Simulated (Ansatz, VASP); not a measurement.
ScB2N3 in VASP and in Ansatz

Contents of INCAR:

```
ALGO = Normal
EDIFF = 1E-6
ENCUT = 520
GGA = PE
ISIF = 2
ISMEAR = 0
LASPH = True
LCHARG = True
LELF = True
LREAL = False
LVHAR = True
LWAVE = False
NBANDS = 25
NELM = 60
PREC = Accurate
SIGMA = 0.1
```

Contents of KPOINTS:

```
k-points
0
Gamma
  6 6 6
```

Contents of POSCAR:

```
ScB2N3
1.0
    4.6314382500      0.0000000000      0.0000000000
   -2.3157191300      4.0109431800      0.0000000000
    0.0000000000      0.0000000000      3.6942599300
Sc B N
1 2 3
Direct
    0.0000000000      0.0000000000      0.5000000000
    0.3333333300      0.6666666700      0.0000000000
    0.6666666700      0.3333333300      0.0000000000
    0.4916178700      0.0000000000      0.0000000000
    0.0000000000      0.4916178700      0.0000000000
    0.5083821300      0.5083821300      0.0000000000
```

Input for Ansatz:

```yaml
crystal:
  lattice:
    - [4.63143825, 0.0, 0.0]
    - [-2.31571913, 4.01094318, 0.0]
    - [0.0, 0.0, 3.69425993]
  atoms:
    - { symbol: Sc, position: [0.0, 0.0, 0.5] }
    - { symbol: B, position: [0.33333333, 0.66666667, 0.0] }
    - { symbol: B, position: [0.66666667, 0.33333333, 0.0] }
    - { symbol: "N", position: [0.49161787, 0.0, 0.0] }
    - { symbol: "N", position: [0.0, 0.49161787, 0.0] }
    - { symbol: "N", position: [0.50838213, 0.50838213, 0.0] }
basis:
  ecutwfc: 420
kpoints:
  mp_grid: { grid: [6, 6, 6] }
hamiltonian:
  xc: pbe
scf:
  occupations: { method: gaussian, width: 0.1 }
  lower_state_search: "off"
output:
  forces: true
  stress: true
  eigenvalues: true
```

Alike in both runs: task single point; functional PBE; k mesh 6 × 6 × 6; occupations gaussian, width 0.1 eV; no spin polarisation.

|  | VASP | Ansatz |
| --- | --- | --- |
| version | VASP 6.6.1 | Ansatz 0.2.0 |
| potentials or method | VASP PAW PBE potentials, release 64 (Sc_sv, B, N), cutoff 520 eV | scalar-relativistic, plane waves, PAW |
| valence electrons in the cell | 32 | 32 |

Ansatz gave:

| Property | Result |
| --- | --- |
| gap on the k mesh at the Fermi level (eV) | none |
| pressure (GPa) | 19.9 |
| traceless stress, the component that is largest in VASP (GPa) | -44.56 |
| rms of the force components (eV/Å) | 0.360 |

Q: What did VASP give for the same quantities?

A: gap on the k mesh at the Fermi level (eV): none; pressure (GPa): 19.8; traceless stress, the component that is largest in VASP (GPa): -44.56; rms of the force components (eV/Å): 0.359.

Atom by atom the forces differ by 0.001 eV/Å (rms over components). A gap of «none» marks a metal or a gap that the smearing closes.
